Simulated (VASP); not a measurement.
Set up this calculation in VASP 6.6.1, as the native input.

```yaml
Task: single point
Functional: r2SCAN
Potentials_or_basis: VASP PAW PBE potentials, release 64 (Ba_sv, Te)
Cutoff: 520 eV
k_mesh: 7 × 7 × 7
Occupations: fermi-dirac, width 0.05 eV
Spin: no spin polarisation
Dipole_correction: no
Further_INCAR_settings: ALGO = Normal; EDIFF = 1e-06; NBANDS = 15
```

BaTe:

```
CELL_PARAMETERS angstrom
0.00000 3.34039 3.34039
3.34039 0.00000 3.34039
3.34039 3.34039 0.00000
ATOMIC_POSITIONS crystal
Ba 0.00000 0.00000 0.00000
Te 0.50000 0.50000 0.50000
```

These files were run (other wordings do the same):

POSCAR

```
BaTe
1.0
    0.0000000000      3.3403886307      3.3403886307
    3.3403886307      0.0000000000      3.3403886307
    3.3403886307      3.3403886307      0.0000000000
Ba Te
1 1
Direct
    0.0000000000      0.0000000000      0.0000000000
    0.5000000000      0.5000000000      0.5000000000
```

INCAR.step1

```
ALGO = Normal
EDIFF = 1E-4
ENCUT = 520
GGA = PE
ISMEAR = -1
LASPH = T
LCHARG = F
LREAL = F
LWAVE = T
NBANDS = 15
NELM = 100
PREC = Accurate
SIGMA = 0.05
```

INCAR.step2

```
ALGO = Normal
EDIFF = 1E-6
ENCUT = 520
ISIF = 2
ISMEAR = -1
ISTART = 1
LASPH = T
LCHARG = F
LMIXTAU = T
LREAL = F
LWAVE = F
METAGGA = R2SCAN
NBANDS = 15
NELM = 100
PREC = Accurate
SIGMA = 0.05
```

KPOINTS

```
k-points
0
Gamma
  7 7 7
```

Potentials or basis: VASP PAW PBE potentials, release 64 (Ba_sv, Te).

Run with:

```sh
$ cat potpaw_PBE.64/Ba_sv/POTCAR potpaw_PBE.64/Te/POTCAR > POTCAR
$ cp INCAR.step1 INCAR
$ mpirun -np 1 vasp_std > vasp.out
$ cp INCAR.step2 INCAR
$ mpirun -np 1 vasp_std > vasp.out
```

It gave:

```
Pressure               : 7.9 GPa
Band gap on the k mesh : 1.57 eV, indirect (least direct gap 1.94 eV)
```

Caveat: the PAW data sets were made with another functional, which shifts forces and pressure a little; spin-orbit coupling is left out, which moves the levels of the heavy elements.

Run time: 40 s on 1 thread of Intel(R) Xeon(R) 6975P-C (Granite Rapids), on a shared host, peak memory 0.22 GiB.
